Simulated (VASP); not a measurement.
# Mg2C (Fm-3m) in VASP: further runs, part 2 of 2

VASP 6.6.1. The steps go on from the part before.

**3. Single point, PBE-based screened hybrid with 50 % exact exchange**

File POSCAR:

```
Mg2C
1.0
    0.0000000000      2.7109426181      2.7109426181
    2.7109426181      0.0000000000      2.7109426181
    2.7109426181      2.7109426181      0.0000000000
C Mg
1 2
Direct
    0.0000000000      0.0000000000      0.0000000000
    0.2500000000      0.2500000000      0.2500000000
    0.7500000000      0.7500000000      0.7500000000
```

File INCAR.step1:

```
  ALGO = Normal
  EDIFF = 1E-5
  ENCUT = 520
  GGA = PE
  ISIF = 2
  ISMEAR = 0
  LASPH = True
  LREAL = False
  LWAVE = True
  NBANDS = 11
  NELM = 60
  PREC = Accurate
  SIGMA = 0.01
```

File INCAR.step2:

```
  AEXX = 0.5
  ALGO = Normal
  EDIFF = 1E-6
  ENCUT = 520
  GGA = PE
  HFSCREEN = 0.2078
  ISIF = 2
  ISMEAR = 0
  ISTART = 1
  LASPH = True
  LCHARG = True
  LELF = True
  LHFCALC = True
  LREAL = False
  LVHAR = True
  LWAVE = False
  NBANDS = 11
  NELM = 60
  PREC = Accurate
  PRECFOCK = Normal
  SIGMA = 0.01
```

File KPOINTS:

```
k-points
0
Gamma
  4 4 4
```

Potentials or basis: VASP PAW PBE potentials, release 64 (C, Mg).

Launch:

```console
> cat potpaw_PBE.64/C/POTCAR potpaw_PBE.64/Mg/POTCAR > POTCAR
> cp INCAR.step1 INCAR
> mpirun -np 1 vasp_std > vasp.out
> cp INCAR.step2 INCAR
> mpirun -np 1 vasp_std > vasp.out
```

OUTCAR:

```text
AEXX = 0.5
   EDIFF = 1E-6
   ENCUT = 520
   GGA = PE
   HFSCREEN = 0.2078
   ISIF = 2
   ISMEAR = 0
   ISTART = 1
   LASPH = True
   LHFCALC = True
   LREAL = False
   NELM = 60
   PREC = Accurate
   PRECFOCK = Normal

 ion  position               nearest neighbor table
   1  0.000  0.000  0.000-   3 2.35   3 2.35   3 2.35   2 2.35   3 2.35   2 2.35   2 2.35   2 2.35

   2  0.250  0.250  0.250-   1 2.35   1 2.35   1 2.35   1 2.35   3 2.71   3 2.71   3 2.71   3 2.71
                             3 2.71   3 2.71
   3  0.750  0.750  0.750-   1 2.35   1 2.35   1 2.35   1 2.35   2 2.71   2 2.71   2 2.71   2 2.71
                             2 2.71   2 2.71

  LATTYP: Found a face centered cubic cell.
 ALAT       =     5.4218852362

  Lattice vectors:

 A1 = (   0.0000000000,   2.7109426181,   2.7109426181)
 A2 = (   2.7109426181,   0.0000000000,   2.7109426181)
 A3 = (   2.7109426181,   2.7109426181,   0.0000000000)

Analysis of symmetry for initial positions (statically):
=====================================================================
 Subroutine PRICEL returns:
[... 176 lines left out ...]
      3       2.6908      2.00000
      4       2.6908      2.00000
      5       5.9272      0.00000
      6      11.4011      0.00000
      7      11.4011      0.00000
      8      11.4011      0.00000
      9      14.7212      0.00000
     10      14.7212      0.00000
     11      15.8803      0.00000
[... 85 lines left out ...]
 k-point     8 :      -0.2500    0.5000    0.2500
  band No.  band energies     occupation
      1      -8.0929      2.00000
      2      -0.9362      2.00000
      3      -0.9362      2.00000
      4      -0.0947      2.00000
      5       7.5953      0.00000
      6      11.1095      0.00000
      7      12.0680      0.00000
      8      12.0680      0.00000
      9      15.8603      0.00000
     10      15.8603      0.00000
     11      20.7746      0.00000

------------------------ aborting loop because EDIFF is reached ----------------------------------------

  FORCE on cell =-STRESS in cart. coord.  units (eV):
  Direction    XX          YY          ZZ          XY          YZ          ZX
  --------------------------------------------------------------------------------------
  -------------------------------------------------------------------------------------
  Total       -0.7681385     -0.7681385     -0.7681385      0.0000000      0.0000000     -0.0000000
  in kB      -30.8858216    -30.8858216    -30.8858216      0.0000000      0.0000000     -0.0000000
  external PRESSURE =     -30.8858216 kB  Pullay stress =       0.0000000 kB

 VOLUME and BASIS-vectors are now :
 -----------------------------------------------------------------------------
  energy-cutoff  :      520.00
  volume of cell :       39.85
      direct lattice vectors                 reciprocal lattice vectors
     0.000000000  2.710942618  2.710942618    -0.184437692  0.184437692  0.184437692
     2.710942618  0.000000000  2.710942618     0.184437692 -0.184437692  0.184437692
     2.710942618  2.710942618  0.000000000     0.184437692  0.184437692 -0.184437692

 POSITION                                       TOTAL-FORCE (eV/Angst)
 -----------------------------------------------------------------------------------
      0.00000      0.00000      0.00000        -0.000000     -0.000000     -0.000000
      1.35547      1.35547      1.35547         0.000000      0.000000     -0.000000
      4.06641      4.06641      4.06641        -0.000000     -0.000000      0.000000
 -----------------------------------------------------------------------------------
    total drift:                               -0.000000     -0.000000     -0.000000

  FREE ENERGIE OF THE ION-ELECTRON SYSTEM (eV)
  ---------------------------------------------------
  free  energy   TOTEN  =       -14.4662442180 eV

  energy  without entropy=      -14.4662442180  energy(sigma->0) =      -14.46624422
```

OUTCAR.step1:

```text
EDIFF = 1E-5
   ENCUT = 520
   GGA = PE
   ISIF = 2
[... 323 lines left out ...]
      0.00000      0.00000      0.00000         0.000000     -0.000000      0.000000
      1.35547      1.35547      1.35547        -0.000000     -0.000000     -0.000000
      4.06641      4.06641      4.06641         0.000000      0.000000      0.000000
 -----------------------------------------------------------------------------------
    total drift:                                0.000000     -0.000000     -0.000000

  FREE ENERGIE OF THE ION-ELECTRON SYSTEM (eV)
  ---------------------------------------------------
  free  energy   TOTEN  =       -11.4060303074 eV

  energy  without entropy=      -11.4060303074  energy(sigma->0) =      -11.40603031
```

OSZICAR.step1:

```text
N       E                     dE             d eps       ncg     rms          rms(c)
DAV:   1     0.998488435680E+01    0.99849E+01   -0.31851E+03   176   0.593E+02
DAV:   2    -0.120275994114E+02   -0.22012E+02   -0.21033E+02   224   0.858E+01
DAV:   3    -0.138072141582E+02   -0.17796E+01   -0.17736E+01   217   0.228E+01
DAV:   4    -0.138195261860E+02   -0.12312E-01   -0.12311E-01   214   0.233E+00
DAV:   5    -0.138195880204E+02   -0.61834E-04   -0.61834E-04   203   0.169E-01    0.708E+00
DAV:   6    -0.114430767753E+02    0.23765E+01   -0.14196E+01   197   0.140E+01    0.214E+00
DAV:   7    -0.114275416014E+02    0.15535E-01   -0.17464E-01   176   0.261E+00    0.146E+00
DAV:   8    -0.114091938676E+02    0.18348E-01   -0.53539E-02   176   0.179E+00    0.605E-01
DAV:   9    -0.114067673132E+02    0.24266E-02   -0.30295E-03   206   0.290E-01    0.371E-01
DAV:  10    -0.114060284468E+02    0.73887E-03   -0.37572E-03   188   0.292E-01    0.236E-02
DAV:  11    -0.114060303074E+02   -0.18606E-05   -0.45219E-05   185   0.401E-02
   1 F= -.11406030E+02 E0= -.11406030E+02  d E =-.152569E-24
```

Run time: 76 s. Hardware: 1 thread of Intel Xeon 6975P-C (Granite Rapids), shared host; peak memory 0.26 GiB.

Results:

```
Free energy            : -14.4662 eV
Pressure               : -3.1 GPa
Band gap on the k mesh : 2.13 eV (least direct gap 3.24 eV)
```

Levels at points of the mesh, in eV from the valence-band top:
```tsv
k point	band 2	band 3	band 4	band 5	band 6	band 7
(0.00, 0.00, 0.00)	0.00	0.00	0.00	3.24	8.71	8.71
(0.50, 0.00, 0.00)	-5.66	-0.52	-0.52	5.41	7.59	7.59
(0.50, 0.50, 0.00)	-4.81	-1.87	-1.87	2.13	6.03	12.16
```

Caveat: the k points lie up to 0.50 Å⁻¹ apart; the PAW data sets were made with another functional, which shifts forces and pressure a little.

**4. Single point, PBE-based global hybrid with 40 % exact exchange**

POSCAR is that of step 3.

File INCAR.step1:

```
SYSTEM = Mg2C
PREC = Accurate ; ENCUT = 520
EDIFF = 1E-5 ; ISMEAR = 0
SIGMA = 0.01 ; LREAL = .FALSE.
LASPH = .TRUE. ; NELM = 100
ALGO = Normal ; ISIF = 2
LWAVE = .TRUE. ; GGA = PE
NBANDS = 11
```

File INCAR.step2:

```
SYSTEM = Mg2C
PREC = Accurate ; ENCUT = 520
EDIFF = 1E-7 ; ISMEAR = 0
SIGMA = 0.01 ; LREAL = .FALSE.
LASPH = .TRUE. ; NELM = 100
ALGO = Normal ; ISIF = 2
LWAVE = .FALSE. ; LCHARG = .TRUE.
GGA = PE ; LHFCALC = .TRUE.
AEXX = 0.4 ; PRECFOCK = Normal
LELF = .TRUE. ; LVHAR = .TRUE.
ISTART = 1 ; NBANDS = 11
```

File KPOINTS:

```
Automatic mesh
0
G
  4 4 4
  0 0 0
```

Launch:

```console
> cat potpaw_PBE.64/C/POTCAR potpaw_PBE.64/Mg/POTCAR > POTCAR
> cp INCAR.step1 INCAR
> mpirun -np 1 vasp_std > vasp.out
> cp INCAR.step2 INCAR
> mpirun -np 1 vasp_std > vasp.out
```

Run time: 80 s. Hardware: 1 thread of Intel Xeon 6975P-C (Granite Rapids), shared host; peak memory 0.18 GiB.

The run converged. Its results:

```
Free energy            : -14.7867 eV
Pressure               : -2.4 GPa
Band gap on the k mesh : 2.99 eV (least direct gap 4.05 eV)
```

Levels at points of the mesh, in eV from the valence-band top:
```csv
k point,band 2,band 3,band 4,band 5,band 6,band 7
"(0.00, 0.00, 0.00)",0.00,0.00,0.00,4.05,9.50,9.50
"(0.50, 0.00, 0.00)",-5.57,-0.50,-0.50,6.22,8.40,8.40
"(0.50, 0.50, 0.00)",-4.72,-1.83,-1.83,2.99,6.86,12.78
```

Caveat: the k points lie up to 0.50 Å⁻¹ apart; the PAW data sets were made with another functional, which shifts forces and pressure a little. A k mesh can miss the band edges.

**5. Overview**

| level | share of exact exchange | screening parameter | gap on the mesh (eV) | pressure (GPa) |
| --- | --- | --- | --- | --- |
| PBE-based screened hybrid with 50 % exact exchange | 0.5 | 0.1 1/Å | 2.79 | -3.5 |
| PBE-based screened hybrid with 50 % exact exchange | 0.5 | 0.2078 1/Å | 2.13 | -3.1 |
| PBE-based global hybrid with 40 % exact exchange | 0.4 | - | 2.99 | -2.4 |

Alike in all rows: task single point; potentials or basis VASP PAW PBE potentials, release 64 (C, Mg); no spin polarisation; cell as given; k mesh 4 × 4 × 4; cutoff (eV) 520; smearing gaussian 0.01 eV.

Caveats: all runs use coarse meshes; the PAW data sets were made with another functional, which shifts forces and pressure a little.

Total energies depend on the potentials used, so only differences within one code and one set of settings carry meaning.
